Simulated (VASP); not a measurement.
# W6CO in VASP: single point with PBEsol

Aim: the single point of W6CO with PBEsol.

Everything below comes from runs of VASP 6.6.1. Logs are shortened: lines on timing, memory, paths and dates and some standing lists are left out, and cuts for length are marked.

## (1) The cell of the first run

The cell holds a slab with vacuum, 8 atoms: a = 4.461 Å, b = 4.461 Å, c = 20.907 Å, α = 90.00°, β = 90.00°, γ = 120.00°.

## (2) Single point, PBEsol

File INCAR:

```
SYSTEM = W6CO
PREC = Accurate
ENCUT = 520
EDIFF = 1E-6
ISMEAR = 0
SIGMA = 0.1
LREAL = .False.
LASPH = .True.
NELM = 100
ALGO = Normal
ISIF = 2
LWAVE = .False.
LCHARG = .False.
LDIPOL = .True.
IDIPOL = 3
DIPOL = 0.5 0.5 0.341
GGA = PS
NBANDS = 57
```

File KPOINTS:

```
Automatic mesh
0
Gamma
  6 6 1
  0 0 0
```

File POSCAR:

```
W6CO
1.0
    4.4611858937      0.0000000000      0.0000000000
   -2.2305929468      3.8635003149      0.0000000000
    0.0000000000      0.0000000000     20.9074398360
W C O
6 1 1
Direct
    0.6666666667      0.3333333333      0.1913194552
    0.3333333333      0.6666666667      0.2348750395
    0.0000000000      0.0000000000      0.2784306238
    0.6666666667      0.3333333333      0.3213647026
    0.3333333333      0.6666666667      0.3586767750
    0.0000000000      0.0000000000      0.3949522228
    0.4444444444      0.1111111111      0.4441401346
    0.4444444444      0.1111111111      0.5012779125
```

Potentials or basis: VASP PAW PBE potentials, release 64 (W_sv, C, O).

Command:

```
> cat potpaw_PBE.64/W_sv/POTCAR potpaw_PBE.64/C/POTCAR potpaw_PBE.64/O/POTCAR > POTCAR
> mpirun -np 1 vasp_std > vasp.out
```

OUTCAR:

```text
SYSTEM = W6CO
   PREC = Accurate
   ENCUT = 520
   EDIFF = 1E-6
   ISMEAR = 0
   LREAL = .False.
   LASPH = .True.
   NELM = 100
   ISIF = 2
   GGA = PS

 ion  position               nearest neighbor table
   1  0.667  0.333  0.191-   4 2.72   2 2.73   2 2.73   2 2.73   3 3.15   3 3.15   3 3.15
   2  0.333  0.667  0.235-   5 2.59   1 2.73   3 2.73   1 2.73   3 2.73   3 2.73   1 2.73   4 3.15
                             4 3.15   4 3.15
   3  0.000  0.000  0.278-   6 2.44   4 2.73   4 2.73   4 2.73   2 2.73   2 2.73   2 2.73   5 3.07
                             5 3.07   5 3.07   1 3.15   1 3.15   1 3.15
   4  0.667  0.333  0.321-   5 2.69   5 2.69   5 2.69   1 2.72   3 2.73   3 2.73   3 2.73   7 2.75
                             6 3.00   6 3.00   6 3.00   2 3.15   2 3.15   2 3.15
   5  0.333  0.667  0.359-   7 2.53   2 2.59   6 2.69   6 2.69   6 2.69   4 2.69   4 2.69   4 2.69
                             3 3.07   3 3.07   3 3.07
   6  0.000  0.000  0.395-   7 2.06   3 2.44   5 2.69   5 2.69   5 2.69   4 3.00   4 3.00   4 3.00

   7  0.444  0.111  0.444-   8 1.19   6 2.06   5 2.53   4 2.75
   8  0.444  0.111  0.501-   7 1.19

  LATTYP: Found a hexagonal cell.
 ALAT       =     4.4611858937
 C/A-ratio  =     4.6865206549

  Lattice vectors:

 A1 = (   4.4611858937,   0.0000000000,   0.0000000000)
 A2 = (  -2.2305929468,   3.8635003149,   0.0000000000)
 A3 = (   0.0000000000,   0.0000000000,  20.9074398360)

Analysis of symmetry for initial positions (statically):
=====================================================================
 Subroutine PRICEL returns:
 Original cell was already a primitive cell.

 Routine SETGRP: Setting up the symmetry group for a
 hexagonal supercell.

 Subroutine GETGRP returns: Found  1 space group operations
 (whereof  1 operations were pure point group operations)
 out of a pool of 24 trial point group operations.

The static configuration has the point symmetry C_1 .

Analysis of symmetry for dynamics (positions and initial velocities):
=====================================================================
 Subroutine PRICEL returns:
 Original cell was already a primitive cell.

 Routine SETGRP: Setting up the symmetry group for a
 hexagonal supercell.

 Subroutine GETGRP returns: Found  1 space group operations
 (whereof  1 operations were pure point group operations)
 out of a pool of 24 trial point group operations.

The dynamic configuration has the point symmetry C_1 .

 Subroutine INISYM returns: Found  1 space group operations
 (whereof  1 operations are pure point group operations),
 and found     1 'primitive' translations

----------------------------------------------------------------------------------------

                                     Primitive cell

  volume of cell :     360.3563

  direct lattice vectors                    reciprocal lattice vectors
     4.461185894  0.000000000  0.000000000     0.224155645  0.129416322  0.000000000
    -2.230592947  3.863500315  0.000000000     0.000000000  0.258832644  0.000000000
     0.000000000  0.000000000 20.907439836     0.000000000  0.000000000  0.047829864

  length of vectors
     4.461185894  4.461185894 20.907439836     0.258832644  0.258832644  0.047829864

  position of ions in fractional coordinates (direct lattice)
     0.666666667  0.333333333  0.191319455
     0.333333333  0.666666667  0.234875039
     0.000000000  0.000000000  0.278430624
     0.666666667  0.333333333  0.321364703
     0.333333333  0.666666667  0.358676775
     0.000000000  0.000000000  0.394952223
     0.444444444  0.111111111  0.444140135
     0.444444444  0.111111111  0.501277913

  ion indices of the primitive-cell ions
   primitive index   ion index
                 1           1
                 2           2
                 3           3
                 4           4
                 5           5
                 6           6
                 7           7
                 8           8

----------------------------------------------------------------------------------------

 KPOINTS: Automatic mesh

Automatic generation of k-mesh.
 Grid dimensions read from file:
 generate k-points for:    6    6    1

 Generating k-lattice:

  Cartesian coordinates                     Fractional coordinates (reciprocal lattice)
     0.037359274  0.021569387  0.000000000     0.166666667  0.000000000  0.000000000
     0.000000000  0.043138774  0.000000000     0.000000000  0.166666667  0.000000000
     0.000000000  0.000000000  0.047829864     0.000000000  0.000000000  1.000000000

  Length of vectors
     0.043138774  0.043138774  0.047829864

  Shift w.r.t. Gamma in fractional coordinates (k-lattice)
     0.000000000  0.000000000  0.000000000

 Subroutine IBZKPT returns following result:
 ===========================================

 Found     20 irreducible k-points:

 Following reciprocal coordinates:
            Coordinates               Weight
  0.000000  0.000000  0.000000      1.000000
  0.166667  0.000000  0.000000      2.000000
  0.000000  0.166667  0.000000      2.000000
 -0.166667  0.166667  0.000000      2.000000
  0.333333  0.000000  0.000000      2.000000
  0.000000  0.333333  0.000000      2.000000
[... 12 lines left out ...]
  0.500000 -0.166667  0.000000      2.000000
  0.333333  0.333333  0.000000      2.000000
   k-points           NKPTS =     20   k-points in BZ     NKDIM =     20   number of bands    NBANDS=     57
   number of dos      NEDOS =    301   number of ions     NIONS =      8
   total plane-waves  NPLWV = 207360
   dimension x,y,z NGX =    36 NGY =   36 NGZ =  160
   dimension x,y,z NGXF=    72 NGYF=   72 NGZF=  320
   ions per type =               6   1   1
   NGX,Y,Z   is equivalent  to a cutoff of  13.42, 13.42, 12.72 a.u.
   NGXF,Y,Z  is equivalent  to a cutoff of  26.83, 26.83, 25.44 a.u.
 SYSTEM =  W6CO
   PREC   = accura    normal or accurate (medium, high low for compatibility)
   ISTART =      0    job   : 0-new  1-cont  2-samecut
   ICHARG =      2    charge: 1-file 2-atom 10-const
   ISPIN  =      1    spin polarized calculation?
   LNONCOLLINEAR =      F non collinear calculations
   LSORBIT =      F    spin-orbit coupling
   LASPH  =      T    aspherical Exc in radial PAW
   ENCUT  =  520.0 eV  38.22 Ry    6.18 a.u.   8.29  8.29 38.87*2*pi/ulx,y,z
   NELM   =    100;   NELMIN=  2; NELMDL= -5     # of ELM steps
   EDIFF  = 0.1E-05   stopping-criterion for ELM
   LREAL  =      F    real-space projection
   EDIFFG = 0.1E-04   stopping-criterion for IOM
   NSW    =      0    number of steps for IOM
   IBRION =     -1    ionic relax: 0-MD 1-quasi-New 2-CG
   NFREE  =      0    steps in history (QN), initial steepest desc. (CG)
   ISIF   =      2    stress and relaxation
   ISYM   =      2    0-nonsym 1-usesym 2-fastsym
   POTIM  = 0.5000    time-step for ionic-motion
   TEBEG  =    0.0;   TEEND  =   0.0 temperature during run
   PSTRESS=    0.0 pullay stress
   NELECT =      94.0000    total number of electrons
   NUPDOWN=      -1.0000    fix difference up-down
   EMIN   =  10.00;   EMAX   =-10.00  energy-range for DOS
   EFERMI =   0.00;   METHOD = LEGACY
   ISMEAR =     0;   SIGMA  =   0.10  broadening in eV -4-tet -1-fermi 0-gaus
   EFERMI_NEDOS =   21; number of points for ismear=-14 and -15
   IALGO  =     38    algorithm
   IMIX   =      4    mixing-type and parameters
     AMIX     =   0.40;   BMIX     =  1.00
     AMIX_MAG =   1.60;   BMIX_MAG =  1.00
  volume/ion in A,a.u.               =      45.04       303.98
  Fermi-wavevector in a.u.,A,eV,Ry     =   1.046020  1.976692 14.886927  1.094158
  Thomas-Fermi vector in A             =   2.180841
   LORBIT       =      0    0 simple, 1 ext, 2 COOP (PROOUT), +10 PAW based schemes
   GGA     = PS    functional components
   LHFCALC =     F    Hartree Fock is set to
   AEXX    =    0.0000 exact exchange contribution
   IVDW    =     0    specifies the selected vdW correction
   LEPSILON=     F    determine dielectric tensor
   LRPA    =     F    only Hartree local field effects (RPA)
 non-spin polarized calculation
 Gauss-broadening in eV      SIGMA  =   0.10
  energy-cutoff  :      520.00
  volume of cell :      360.36
 maximum number of plane-waves:      9742
 NGX is ok and might be reduce to    36
   NGX = 17   NGY = 17   NGZ = 77

 dipolmoment           0.000000      0.000000     -0.016777 electrons x Angstroem

 number of electron      94.0000005 magnetization

 dipolmoment           0.000000      0.000000      0.173007 electrons x Angstroem

 Free energy of the ion-electron system (eV)
  ---------------------------------------------------
  ext. energy  EPLUGINS =         0.00000000
  ---------------------------------------------------
  free energy    TOTEN  =       -90.19264322 eV

  energy without entropy =      -90.15700157  energy(sigma->0) =      -90.17482240

 E-fermi :  -0.1556     XC(G=0):  -5.1706

 val. band max:       -0.1576837581   @ k =   0.0000   0.3333   0.0000
 cond. band min:      -0.1471147975   @ k =   0.0000   0.0000   0.0000
 fundamental gap:      0.0105689606
 Fermi energy:        -0.1556046852

 k-point     1 :       0.0000    0.0000    0.0000
  band No.  band energies     occupation
      1     -74.1490      2.00000
      2     -74.0232      2.00000
      3     -73.9991      2.00000
      4     -73.9221      2.00000
      5     -73.7899      2.00000
      6     -73.7162      2.00000
[... 49 lines left out ...]
     56       2.6242      0.00000
     57       2.7476      0.00000

 k-point     2 :       0.1667    0.0000    0.0000
  band No.  band energies     occupation
      1     -74.1406      2.00000
      2     -74.0211      2.00000
      3     -74.0027      2.00000
      4     -73.9231      2.00000
      5     -73.7924      2.00000
      6     -73.7200      2.00000
[... 49 lines left out ...]
     56       2.4710      0.00000
     57       2.6819      0.00000

 k-point     3 :       0.0000    0.1667    0.0000
  band No.  band energies     occupation
      1     -74.1405      2.00000
      2     -74.0211      2.00000
      3     -74.0027      2.00000
      4     -73.9231      2.00000
      5     -73.7924      2.00000
      6     -73.7200      2.00000
[... 954 lines left out ...]
      1     -74.1114      2.00000
      2     -74.0158      2.00000
      3     -74.0141      2.00000
      4     -73.9278      2.00000
      5     -73.7992      2.00000
      6     -73.7325      2.00000
[... 49 lines left out ...]
     56       2.1148      0.00000
     57       2.6768      0.00000

 k-point    20 :       0.3333    0.3333    0.0000
  band No.  band energies     occupation
      1     -74.1063      2.00000
      2     -74.0166      2.00000
      3     -74.0136      2.00000
      4     -73.9296      2.00000
      5     -73.8002      2.00000
      6     -73.7347      2.00000
[... 49 lines left out ...]
     56       2.0038      0.00000
     57       2.3862      0.00000

------------------------ aborting loop because EDIFF is reached ----------------------------------------

 vacuum level on the upper side and lower side of the slab       (xc-potential included)         0.715        -1.057

  FORCE on cell =-STRESS in cart. coord.  units (eV):
  Direction    XX          YY          ZZ          XY          YZ          ZX
  --------------------------------------------------------------------------------------
  -------------------------------------------------------------------------------------
  Total       -3.3372835     -5.8378198     -1.4836204      0.9259363     -0.8198883      2.0550913
  in kB      -14.8378697    -25.9554847     -6.5963131      4.1167979     -3.6452988      9.1371251
  external PRESSURE =     -15.7965558 kB  Pullay stress =       0.0000000 kB

 VOLUME and BASIS-vectors are now :
 -----------------------------------------------------------------------------
  energy-cutoff  :      520.00
  volume of cell :      360.36
      direct lattice vectors                 reciprocal lattice vectors
     4.461185894  0.000000000  0.000000000     0.224155645  0.129416322  0.000000000
    -2.230592947  3.863500315  0.000000000     0.000000000  0.258832644  0.000000000
     0.000000000  0.000000000 20.907439836     0.000000000  0.000000000  0.047829864

 POSITION                                       TOTAL-FORCE (eV/Angst)
 -----------------------------------------------------------------------------------
      2.23059      1.28783      4.00000        -0.117067     -0.034809      2.795895
     -0.00000      2.57567      4.91064         0.080640     -0.020410     -0.797681
      0.00000      0.00000      5.82127         0.035450      0.128878     -2.537966
      2.23059      1.28783      6.71891         0.105810      0.466246     -0.832018
     -0.00000      2.57567      7.49901        -0.068997      0.059931      0.655434
      0.00000      0.00000      8.25744        -0.883110     -0.022574      0.684454
      1.73491      0.42928      9.28583        -0.117887     -1.108442     -0.680739
      1.73491      0.42928     10.48044         0.965161      0.531182      0.712622
 -----------------------------------------------------------------------------------
    total drift:                                0.000047      0.000033      0.000515

  FREE ENERGIE OF THE ION-ELECTRON SYSTEM (eV)
  ---------------------------------------------------
  free  energy   TOTEN  =       -90.1926432214 eV

  energy  without entropy=      -90.1570015725  energy(sigma->0) =      -90.17482240

 vacuum level on the upper side and lower side of the slab         5.504         3.688
```

Wall time 21 min (1 thread of AMD EPYC 7R13, shared host); peak memory 0.67 GiB.

Results:

```
Free energy            : -90.1926 eV
Largest force          : 2.799 eV/Å
Band gap on the k mesh : zero (bands 47 and 48 overlap by 0.02 eV)
```

Forces on the atoms (eV/Å):
```
W   -0.117 -0.035  2.796
W    0.081 -0.020 -0.798
W    0.035  0.129 -2.538
W    0.106  0.466 -0.832
W   -0.069  0.060  0.655
W   -0.883 -0.023  0.684
C   -0.118 -1.108 -0.681
O    0.965  0.531  0.713
```

Caveat: the PAW data sets were made with another functional, which shifts forces and pressure a little; spin-orbit coupling is left out, which moves the levels of the heavy elements.
